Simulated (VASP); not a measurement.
A run of VASP 6.6.1 is set up as follows.

Contents of INCAR:

```
SYSTEM = AlIn2B2As
PREC = Accurate
ENCUT = 520
EDIFF = 1E-6
ISMEAR = 0
SIGMA = 0.1
LREAL = .FALSE.
LASPH = .TRUE.
NELM = 100
ALGO = Normal
ISIF = 2
LWAVE = .FALSE.
LCHARG = .TRUE.
GGA = PE
LELF = .TRUE.
LVHAR = .TRUE.
NBANDS = 29
```

Contents of KPOINTS:

```
regular mesh
0
G
  8 6 6
  0 0 0
```

Contents of POSCAR:

```
AlIn2B2As
1.0
    4.2365805639      0.0069883825      0.0163885133
    1.9396860966      5.1759838000     -0.0103538829
    2.0871022334     -0.4206116550      5.3160660115
Al In B As
1 2 2 1
Direct
    0.8755895679      0.9456756162      0.8352546394
    0.9465475479      0.1890146022      0.3785804965
    0.4900315576      0.5664275862      0.0024655876
    0.4159757451      0.2454633909      0.7882465155
    0.2557417398      0.0241526709      0.9646446648
    0.2006527317      0.5093451436      0.5507290864
```

Potentials or basis: VASP PAW PBE potentials, release 64 (Al, In_d, B, As).

Run with:

```bash
$ cat potpaw_PBE.64/Al/POTCAR potpaw_PBE.64/In_d/POTCAR potpaw_PBE.64/B/POTCAR potpaw_PBE.64/As/POTCAR > POTCAR
$ mpirun -np 1 vasp_std > vasp.out
```

Task: What does it give for the pressure?

Result: 0.1 GPa.

Task: Predict the largest force.

Result: 0.036 eV/Å.

Task: Estimate the band gap on the k mesh.

Result: Zero (bands 20 and 21 overlap by 0.75 eV).

Forces in eV/Å, atoms in the order of the input:
```
Al   0.001  0.007  0.000
In   0.004 -0.009 -0.008
In  -0.001  0.001 -0.005
B    0.021 -0.020  0.021
B   -0.012 -0.002  0.010
As  -0.013  0.024 -0.017
```

Caveat: semilocal functionals underestimate gaps, so a narrow gap can read as zero; spin-orbit coupling is left out, which moves the levels of the heavy elements.
